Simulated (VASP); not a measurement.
# BaTiO3 (P4mm) in VASP: single point with r2SCAN

Aim: the single point of BaTiO3 with r2SCAN.

All numbers are computed with VASP 6.6.1; they aren't measurements. Logs are shortened: lines on timing, memory, paths and dates and some standing lists are left out, and cuts for length are marked.

### 1 The cell of the first run

The structure is tetragonal, space group P4mm (No. 99). The conventional cell has a = 4.027 Å, b = 4.027 Å, c = 4.045 Å, α = 90.00°, β = 90.00°, γ = 90.00°. Ba (site symmetry 4mm) has 12 O at 2.81 to 2.90 Å and 8 Ti at 3.45 to 3.54 Å within 3.7 Å. Ti (site symmetry 4mm) has 6 O at 1.89 to 2.16 Å within 2.5 Å. Within 2.5 Å of O (site symmetry 4mm) lie 2 Ti at 1.89 to 2.16 Å. O (site symmetry 2mm) has 2 Ti at 2.02 Å within 2.7 Å.

### 2 Single point, r2SCAN

Contents of POSCAR:

```
BaTiO3
1.0
    4.0267966000      4.0267966000      0.0000000000
    0.0000000000      4.0267966000      4.0451194400
    4.0267966000      0.0000000000      4.0451194400
Ba Ti O
2 2 6
Direct
    0.0000000000      0.0000000000      0.0000000000
    0.5000000000      0.5000000000      0.5000000000
    0.2590000000      0.2410000000      0.2410000000
    0.7590000000      0.7410000000      0.7410000000
    0.4920000000      0.0080000000      0.0080000000
    0.9920000000      0.5080000000      0.5080000000
    0.4925000000      0.5075000000      0.0075000000
    0.9925000000      0.0075000000      0.5075000000
    0.4925000000      0.0075000000      0.5075000000
    0.9925000000      0.5075000000      0.0075000000
```

Contents of INCAR.step1:

```
PREC = Accurate ; ENCUT = 520
ISMEAR = 0 ; SIGMA = 0.0396
LREAL = False ; LASPH = True
NELM = 100 ; NBANDS = 51
GGA = PE ; ALGO = Normal
EDIFF = 1E-4 ; LWAVE = True
LCHARG = False
```

Contents of INCAR.step2:

```
PREC = Accurate ; ENCUT = 520
EDIFF = 1E-6 ; ISMEAR = 0
SIGMA = 0.0396 ; LREAL = False
LASPH = True ; NELM = 100
ALGO = Normal ; ISIF = 2
LWAVE = False ; LCHARG = True
METAGGA = R2SCAN ; LMIXTAU = True
LELF = True ; LVHAR = True
NBANDS = 51 ; ISTART = 1
```

Contents of KPOINTS:

```
regular mesh
0
Gamma
  6 6 6
```

Potentials or basis: VASP PAW PBE potentials, release 64 (Ba_sv, Ti_sv, O).

Started as:

```
$ cat potpaw_PBE.64/Ba_sv/POTCAR potpaw_PBE.64/Ti_sv/POTCAR potpaw_PBE.64/O/POTCAR > POTCAR
$ cp INCAR.step1 INCAR
$ mpirun -np 1 vasp_std > vasp.out
$ cp INCAR.step2 INCAR
$ mpirun -np 1 vasp_std > vasp.out
```

OUTCAR:

```text
PREC = Accurate
   ENCUT = 520
   EDIFF = 1E-6
   ISMEAR = 0
   LREAL = False
   LASPH = True
   NELM = 100
   ISIF = 2
   METAGGA = R2SCAN
   ISTART = 1

 ion  position               nearest neighbor table
   1  0.000  0.000  0.000-   7 2.81   8 2.81   9 2.81  10 2.81   6 2.85   5 2.85   6 2.85   5 2.85
                            10 2.90   7 2.90   9 2.90   8 2.90   3 3.45   4 3.45   3 3.45   4 3.45
   2  0.500  0.500  0.500-   7 2.81   8 2.81   9 2.81  10 2.81   5 2.85   6 2.85   5 2.85   6 2.85
                             9 2.90   8 2.90  10 2.90   7 2.90   4 3.45   3 3.45   4 3.45   3 3.45
   3  0.259  0.241  0.241-   5 1.89   7 2.02   8 2.02   9 2.02  10 2.02   6 2.16   1 3.45   1 3.45
                             2 3.45   2 3.45   2 3.54   1 3.54   1 3.54   2 3.54
   4  0.759  0.741  0.741-   6 1.89   7 2.02   8 2.02   9 2.02  10 2.02   5 2.16   2 3.45   2 3.45
                             1 3.45   1 3.45   2 3.54   2 3.54   1 3.54   1 3.54
   5  0.492  0.008  0.008-   3 1.89   4 2.16   1 2.85   1 2.85   2 2.85   2 2.85
   6  0.992  0.508  0.508-   4 1.89   3 2.16   2 2.85   2 2.85   1 2.85   1 2.85
   7  0.492  0.508  0.008-   3 2.02   4 2.02   1 2.81   2 2.81   1 2.90   2 2.90
   8  0.992  0.008  0.508-   3 2.02   4 2.02   1 2.81   2 2.81   2 2.90   1 2.90
   9  0.492  0.008  0.508-   3 2.02   4 2.02   1 2.81   2 2.81   1 2.90   2 2.90
  10  0.992  0.508  0.008-   3 2.02   4 2.02   1 2.81   2 2.81   2 2.90   1 2.90

  LATTYP: Found a body centered tetragonal cell.
 ALAT       =     5.6947503646
 C/A-ratio  =     1.4206485556

  Lattice vectors:

 A1 = (   0.0000000000,   4.0267966000,   4.0451194400)
 A2 = (   0.0000000000,  -4.0267966000,   4.0451194400)
 A3 = (   4.0267966000,   0.0000000000,  -4.0451194400)

Analysis of symmetry for initial positions (statically):
=====================================================================
 Subroutine PRICEL returns following result:

  LATTYP: Found a simple tetragonal cell.
 ALAT       =     4.0267966000
 C/A-ratio  =     1.0045502273

  Lattice vectors:

 A1 = (   0.0000000000,   4.0267966000,   0.0000000000)
 A2 = (  -4.0267966000,   0.0000000000,   0.0000000000)
 A3 = (   0.0000000000,   0.0000000000,   4.0451194400)

   2 primitive cells build up your supercell.

 Routine SETGRP: Setting up the symmetry group for a
 body centered tetragonal supercell.

 Subroutine GETGRP returns: Found  8 space group operations
 (whereof  8 operations were pure point group operations)
 out of a pool of 16 trial point group operations.

The static configuration has the point symmetry C_4v.

Analysis of symmetry for dynamics (positions and initial velocities):
=====================================================================
 Subroutine PRICEL returns following result:

  LATTYP: Found a simple tetragonal cell.
 ALAT       =     4.0267966000
 C/A-ratio  =     1.0045502273

  Lattice vectors:

 A1 = (   0.0000000000,   4.0267966000,   0.0000000000)
 A2 = (  -4.0267966000,   0.0000000000,   0.0000000000)
 A3 = (   0.0000000000,   0.0000000000,   4.0451194400)

   2 primitive cells build up your supercell.

 Routine SETGRP: Setting up the symmetry group for a
 body centered tetragonal supercell.

 Subroutine GETGRP returns: Found  8 space group operations
 (whereof  8 operations were pure point group operations)
 out of a pool of 16 trial point group operations.

The dynamic configuration has the point symmetry C_4v.

 Subroutine INISYM returns: Found  8 space group operations
 (whereof  8 operations are pure point group operations),
 and found     2 'primitive' translations

----------------------------------------------------------------------------------------

                                     Primitive cell

  volume of cell :      65.5920

  direct lattice vectors                    reciprocal lattice vectors
     0.000000000  4.026796600  0.000000000     0.000000000  0.248336357  0.000000000
    -4.026796600  0.000000000  0.000000000    -0.248336357  0.000000000  0.000000000
     0.000000000  0.000000000  4.045119440     0.000000000  0.000000000  0.247211489

  length of vectors
     4.026796600  4.026796600  4.045119440     0.248336357  0.248336357  0.247211489

  position of ions in fractional coordinates (direct lattice)
     0.000000000  0.000000000  0.000000000
     0.500000000  0.500000000  0.482000000
     0.500000000  0.500000000  0.016000000
     0.000000000  0.500000000  0.515000000
     0.500000000  0.000000000  0.515000000

  ion indices of the primitive-cell ions
   primitive index   ion index
                 1           1
                 2           3
                 3           5
                 4           8
                 5          10

----------------------------------------------------------------------------------------

 KPOINTS: regular mesh

Automatic generation of k-mesh.
 Grid dimensions read from file:
 generate k-points for:    6    6    6

 Generating k-lattice:

  Cartesian coordinates                     Fractional coordinates (reciprocal lattice)
     0.020694696  0.020694696 -0.020600957     0.166666667 -0.000000000 -0.000000000
    -0.020694696  0.020694696  0.020600957     0.000000000  0.166666667  0.000000000
     0.020694696 -0.020694696  0.020600957     0.000000000  0.000000000  0.166666667

  Length of vectors
     0.035790227  0.035790227  0.035790227

  Shift w.r.t. Gamma in fractional coordinates (k-lattice)
     0.000000000  0.000000000  0.000000000

 Subroutine IBZKPT returns following result:
 ===========================================

 Found     30 irreducible k-points:

 Following reciprocal coordinates:
            Coordinates               Weight
  0.000000  0.000000  0.000000      1.000000
  0.166667  0.000000  0.000000      8.000000
  0.333333  0.000000  0.000000      8.000000
  0.500000  0.000000  0.000000      4.000000
  0.166667  0.166667  0.000000      4.000000
  0.333333  0.166667 -0.000000     16.000000
[... 16 lines left out ...]
 -0.333333  0.500000  0.166667      4.000000
  0.333333 -0.333333  0.166667      8.000000
 [... further k-points ...]
   k-points           NKPTS =     30   k-points in BZ     NKDIM =     30   number of bands    NBANDS=     51
   number of dos      NEDOS =    301   number of ions     NIONS =     10
   total plane-waves  NPLWV =  74088
   dimension x,y,z NGX =    42 NGY =   42 NGZ =   42
   dimension x,y,z NGXF=    84 NGYF=   84 NGZF=   84
   ions per type =               2   2   6
   NGX,Y,Z   is equivalent  to a cutoff of  12.26, 12.23, 12.23 a.u.
   NGXF,Y,Z  is equivalent  to a cutoff of  24.52, 24.47, 24.47 a.u.
 SYSTEM =  unknown system
   PREC   = accura    normal or accurate (medium, high low for compatibility)
   ISTART =      1    job   : 0-new  1-cont  2-samecut
   ICHARG =      0    charge: 1-file 2-atom 10-const
   ISPIN  =      1    spin polarized calculation?
   LNONCOLLINEAR =      F non collinear calculations
   LSORBIT =      F    spin-orbit coupling
   LASPH  =      T    aspherical Exc in radial PAW
   ENCUT  =  520.0 eV  38.22 Ry    6.18 a.u.  10.59 10.61 10.61*2*pi/ulx,y,z
   NELM   =    100;   NELMIN=  2; NELMDL=  0     # of ELM steps
   EDIFF  = 0.1E-05   stopping-criterion for ELM
   LREAL  =      F    real-space projection
   EDIFFG = 0.1E-04   stopping-criterion for IOM
   NSW    =      0    number of steps for IOM
   IBRION =     -1    ionic relax: 0-MD 1-quasi-New 2-CG
   NFREE  =      0    steps in history (QN), initial steepest desc. (CG)
   ISIF   =      2    stress and relaxation
   ISYM   =      2    0-nonsym 1-usesym 2-fastsym
   POTIM  = 0.5000    time-step for ionic-motion
   TEBEG  =    0.0;   TEEND  =   0.0 temperature during run
   PSTRESS=    0.0 pullay stress
   NELECT =      80.0000    total number of electrons
   NUPDOWN=      -1.0000    fix difference up-down
   EMIN   =  10.00;   EMAX   =-10.00  energy-range for DOS
   EFERMI =   0.00;   METHOD = LEGACY
   ISMEAR =     0;   SIGMA  =   0.04  broadening in eV -4-tet -1-fermi 0-gaus
   EFERMI_NEDOS =   21; number of points for ismear=-14 and -15
   IALGO  =     38    algorithm
   IMIX   =      4    mixing-type and parameters
     AMIX     =   0.40;   BMIX     =  1.00
     AMIX_MAG =   1.60;   BMIX_MAG =  1.00
  volume/ion in A,a.u.               =      13.12        88.53
  Fermi-wavevector in a.u.,A,eV,Ry     =   1.388283  2.623474 26.222902  1.927329
  Thomas-Fermi vector in A             =   2.512424
   LORBIT       =      0    0 simple, 1 ext, 2 COOP (PROOUT), +10 PAW based schemes
   METAGGA = R2SCAN    functional components
   LHFCALC =     F    Hartree Fock is set to
   AEXX    =    0.0000 exact exchange contribution
   IVDW    =     0    specifies the selected vdW correction
   LEPSILON=     F    determine dielectric tensor
   LRPA    =     F    only Hartree local field effects (RPA)
 non-spin polarized calculation
 Gauss-broadening in eV      SIGMA  =   0.04
  energy-cutoff  :      520.00
  volume of cell :      131.18
 maximum number of plane-waves:      3559
   NGX = 21   NGY = 21   NGZ = 21

 number of electron      79.9999999 magnetization

 Free energy of the ion-electron system (eV)
  ---------------------------------------------------
  ext. energy  EPLUGINS =         0.00000000
  ---------------------------------------------------
  free energy    TOTEN  =      -148.48325583 eV

  energy without entropy =     -148.48325583  energy(sigma->0) =     -148.48325583

 E-fermi :   3.7479     XC(G=0): -11.7850

 val. band max:        3.4114652629   @ k =   0.0000   0.0000   0.0000
 cond. band min:       5.5286482696   @ k =   0.0000   0.0000   0.0000
 fundamental gap:      2.1171830067
 Fermi energy:         3.7478530229

 k-point     1 :       0.0000    0.0000    0.0000
  band No.  band energies     occupation
      1     -55.5132      2.00000
      2     -55.5102      2.00000
      3     -30.7473      2.00000
      4     -30.7056      2.00000
      5     -30.7056      2.00000
      6     -30.7021      2.00000
[... 43 lines left out ...]
     50       8.9555      0.00000
     51      10.3879      0.00000
[... 1240 lines left out ...]
     50      10.1615      0.00000
     51      11.3600      0.00000

 [... further k-points ...]

------------------------ aborting loop because EDIFF is reached ----------------------------------------

  FORCE on cell =-STRESS in cart. coord.  units (eV):
  Direction    XX          YY          ZZ          XY          YZ          ZX
  --------------------------------------------------------------------------------------
  -------------------------------------------------------------------------------------
  Total       -2.1168349     -2.1168349     -0.9365565      0.0000000     -0.0000000      0.0000000
  in kB      -25.8533507    -25.8533507    -11.4383618      0.0000000     -0.0000000      0.0000000
  external PRESSURE =     -21.0483544 kB  Pullay stress =       0.0000000 kB

 VOLUME and BASIS-vectors are now :
 -----------------------------------------------------------------------------
  energy-cutoff  :      520.00
  volume of cell :      131.18
      direct lattice vectors                 reciprocal lattice vectors
     4.026796600  4.026796600  0.000000000     0.124168179  0.124168179 -0.123605745
     0.000000000  4.026796600  4.045119440    -0.124168179  0.124168179  0.123605745
     4.026796600  0.000000000  4.045119440     0.124168179 -0.124168179  0.123605745

 POSITION                                       TOTAL-FORCE (eV/Angst)
 -----------------------------------------------------------------------------------
      0.00000      0.00000      0.00000         0.000000      0.000000     -0.080856
      4.02680      4.02680      4.04512         0.000000      0.000000     -0.080856
      2.01340      2.01340      1.94975         0.000000      0.000000      0.009013
      6.04019      6.04019      5.99487         0.000000      0.000000      0.009013
      2.01340      2.01340      0.06472         0.000000      0.000000      0.489985
      6.04019      6.04019      4.10984         0.000000      0.000000      0.489985
      2.01340      4.02680      2.08324         0.000000      0.000000     -0.209071
      6.04019      4.02680      2.08324         0.000000      0.000000     -0.209071
      4.02680      2.01340      2.08324         0.000000      0.000000     -0.209071
      4.02680      6.04019      2.08324         0.000000      0.000000     -0.209071
 -----------------------------------------------------------------------------------
    total drift:                                0.000005      0.000004     -0.005148

  FREE ENERGIE OF THE ION-ELECTRON SYSTEM (eV)
  ---------------------------------------------------
  free  energy   TOTEN  =      -148.4832558267 eV

  energy  without entropy=     -148.4832558267  energy(sigma->0) =     -148.48325583
```

Wall time 14 min (1 thread of Intel Xeon Platinum 8488C (Sapphire Rapids), shared host); peak memory 0.39 GiB.

Results:

* Free energy: -148.4833 eV
* Pressure: -2.1 GPa
* Largest force: 0.490 eV/Å
* Band gap on the k mesh: 2.12 eV

Forces in eV/Å, atoms in the order of the input:
```
Ba   0.000  0.000 -0.081
Ba   0.000  0.000 -0.081
Ti   0.000  0.000  0.009
Ti   0.000  0.000  0.009
O    0.000  0.000  0.490
O    0.000  0.000  0.490
O    0.000  0.000 -0.209
O    0.000  0.000 -0.209
O    0.000  0.000 -0.209
O    0.000  0.000 -0.209
```

Caveat: the PAW data sets were made with another functional, which shifts forces and pressure a little; spin-orbit coupling is left out, which moves the levels of the heavy elements. A k mesh can miss the band edges.
